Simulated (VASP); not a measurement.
Set up this calculation in VASP 6.6.1, as the native input.

- Task: single point
- Functional: PBE
- Potentials or basis: VASP PAW PBE potentials, release 64 (Pt)
- Cutoff: 520 eV
- k mesh: 20 × 20 × 20
- Occupations: fermi-dirac, width 0.05 eV
- Spin: collinear spin, ferromagnetic start
- Starting moments: [1.0] μB
- Dipole correction: no
- Further INCAR settings: ALGO = Normal; EDIFF = 1e-07; NBANDS = 15

The structure of Pt lies in POSCAR:

```
Pt
1.0
    2.6246004195      0.0000000000      0.0000000000
    0.0000000000      2.6246004195      0.0000000000
    0.0000000000      0.0000000000      2.6246004195
Pt
1
Direct
    0.0000000000      0.0000000000      0.0000000000
```

These files were run (other wordings do the same):

INCAR

```
SYSTEM = Pt
  PREC = Accurate
  ENCUT = 520
  EDIFF = 1E-7
  ISMEAR = -1
  SIGMA = 0.05
  LREAL = .False.
  LASPH = .True.
  NELM = 150
  ALGO = Normal
  ISIF = 2
  LWAVE = .False.
  LCHARG = .False.
  ISPIN = 2
  MAGMOM = 1
  LORBIT = 11
  LMAXMIX = 4
  GGA = PE
  NBANDS = 15
```

KPOINTS

```
regular mesh
0
Gamma
  20 20 20
  0 0 0
```

Potentials or basis: VASP PAW PBE potentials, release 64 (Pt).

Command:

```sh
$ cat potpaw_PBE.64/Pt/POTCAR > POTCAR
$ mpirun -np 1 vasp_std > vasp.out
```

Results of the run:

```
Pressure                                              : -0.5 GPa
Band gap on the k mesh                                : zero (filled and empty bands overlap)
Net moment                                            : 0.00 μB per cell
Valence electrons inside the program's atomic spheres : Pt 9.20
```

Caveat: spin-orbit coupling is left out, which moves the levels of the heavy elements.

Run time: 100 s on 1 thread of AMD EPYC 9R45 (Zen 5), with other jobs on the host, peak memory 0.18 GiB.
